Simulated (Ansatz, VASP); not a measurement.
**Two plane-wave programs on MnSi**

```
CELL_PARAMETERS angstrom
-1.93253 1.93253 2.29301
1.93253 -1.93253 2.29301
1.93253 1.93253 -2.29301
ATOMIC_POSITIONS crystal
Mn 0.50000 0.50000 0.00000
Si 0.00000 0.00000 0.00000
```

Alike in both runs: task single point; functional PBE; k mesh 6 × 6 × 6; occupations gaussian, width 0.1 eV; collinear spin.

|  | VASP | Ansatz |
| --- | --- | --- |
| version | VASP 6.6.1 | Ansatz 0.2.0 |
| potentials or method | VASP PAW PBE potentials, release 64 (Mn_pv, Si), cutoff 520 eV | scalar-relativistic, plane waves, PAW |
| valence electrons in the cell | 17 | 19 |

VASP gave:

| Item | Value |
| --- | --- |
| gap on the k mesh at the Fermi level (eV) | none |
| pressure (GPa) | -6.4 |
| traceless stress, the component that is largest in VASP (GPa) | 15.72 |
| net moment per atom (μB) | 1.46 |
| size of the moment on the site where the two differ most (μB) | 3.08 |

Problem. What did Ansatz give for the same quantities?

Solution. gap on the k mesh at the Fermi level (eV): none; pressure (GPa): -6.4; traceless stress, the component that is largest in VASP (GPa): 15.72; net moment per atom (μB): 1.46; size of the moment on the site where the two differ most (μB): 2.90.

Site moments also hang on the region over which each program counts them. A gap of «none» marks a metal or a gap that the smearing closes. With one functional, cell and mesh, what is left measures potentials, basis and numerics. VASP's potentials hold 17 valence electrons a cell and Ansatz's 19, so a difference there can come from the potentials and not from the codes.

The k mesh is coarse, so the values compare programs but aren't converged.
